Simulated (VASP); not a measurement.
Crystal: TaSi2.

```
Ta Si
1.0
     4.78000    0.00000    0.00000
    -2.39000    4.13960    0.00000
     0.00000    0.00000    6.56400
Ta Si
3 6
Direct
  0.50000 0.00000 0.50000
  0.50000 0.50000 0.83333
  0.00000 0.50000 0.16667
  0.16665 0.33330 0.50000
  0.83335 0.16665 0.83333
  0.66670 0.83335 0.16667
  0.83335 0.66670 0.50000
  0.16665 0.83335 0.83333
  0.33330 0.16665 0.16667
```

- Program: VASP 6.6.1
- Task: relaxation of cell and atoms
- Functional: PBEsol
- Potentials or basis: VASP PAW PBE potentials, release 64 (Ta_pv, Si)
- Cutoff: 600 eV
- k mesh: 6 × 6 × 4
- Occupations: gaussian, width 0.1 eV
- Spin: no spin polarisation

At the start: pressure -0.9 GPa; volume 14.43 Å³/atom.

Task: Where does the relaxation end?

Result: Over 7 steps the energy falls by 15.5 meV/atom and the volume is 14.32 Å³/atom (-0.8 %); space group P6_222 (No. 180, to 0.05 Å).

Step by step:
| step | energy change (eV) | largest force (eV/Å) | pressure (GPa) | volume (Å³) |
| --- | --- | --- | --- | --- |
| 1 | 0.0000 | 0.7230 | -0.92 | 129.88 |
| 2 | -0.1129 | 0.2838 | 0.70 | 128.33 |
| 3 | -0.1170 | 0.1708 | 1.17 | 127.98 |
| 4 | -0.1370 | 0.0417 | -1.02 | 129.55 |
| 5 | -0.1382 | 0.0016 | -0.64 | 129.26 |
| 6 | -0.1369 | 0.0133 | 0.87 | 128.37 |
| 7 | -0.1396 | 0.0063 | -0.02 | 128.89 |

Final structure:
```
Ta Si
1.0
     4.76037    0.00000    0.00000
    -2.38019    4.12261    0.00000
     0.00000    0.00000    6.56748
Ta Si
3 6
Direct
  0.50000 0.00000 0.50000
  0.50000 0.50000 0.83333
  0.00000 0.50000 0.16667
  0.15952 0.31903 0.50000
  0.84048 0.15952 0.83333
  0.68097 0.84048 0.16667
  0.84048 0.68097 0.50000
  0.15952 0.84048 0.83333
  0.31903 0.15952 0.16667
```

Caveat: the PAW data sets were made with another functional, which shifts forces and pressure a little; the relaxation stopped at a loose force limit of 0.05 eV/Å, so its end isn't a converged minimum.
